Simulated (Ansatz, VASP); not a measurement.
Ti2RuC3 in VASP and in Ansatz

```
Ti Ru C
1.0
     0.00000   -3.14591    0.00000
    -5.28195    0.00000   -0.00492
     0.11093    0.00000   -7.28489
Ti Ru C
4 2 6
Cartesian
  -0.3835 -2.3594 -2.4225
  -3.0079 -0.7865 -2.3427
  -4.7875 -0.7865 -4.8673
  -2.1631 -2.3594 -4.9472
  -4.0254 -2.3594 -7.2695
  -1.1456 -0.7865 -0.0203
  -3.8963 -2.3594 -3.6631
  -1.2747 -0.7865 -3.6267
  -0.3742 -2.3594 -6.0501
  -3.0027 -0.7865 -6.2019
  -4.7968 -0.7865 -1.2397
  -2.1684 -2.3594 -1.0879
```

Alike in both runs: task single point; functional PBE; k mesh 8 × 4 × 4; occupations gaussian, width 0.2 eV; no spin polarisation.

|  | VASP | Ansatz |
| --- | --- | --- |
| version | VASP 6.6.1 | Ansatz 0.2.0 |
| potentials or method | VASP PAW PBE potentials, release 64 (Ti_sv, Ru_pv, C), cutoff 520 eV | scalar-relativistic, plane waves, PAW |
| valence electrons in the cell | 100 | 104 |

VASP gave:

- gap on the k mesh at the Fermi level (eV): none
- pressure (GPa): 0.3
- traceless stress, the component that is largest in VASP (GPa): 0.28
- rms of the force components (eV/Å): 0.027

**Question.** Which values does Ansatz return?

**Answer.** gap on the k mesh at the Fermi level (eV): none; pressure (GPa): 0.0; traceless stress, the component that is largest in VASP (GPa): 0.26; rms of the force components (eV/Å): 0.022.

Atom by atom the forces differ by 0.007 eV/Å (rms over components). A gap of «none» marks a metal or a gap that the smearing closes. The functional is the same, so the differences come from potentials, cutoffs and numerics. VASP's potentials hold 100 valence electrons a cell and Ansatz's 104, so a difference there can come from the potentials and not from the codes.
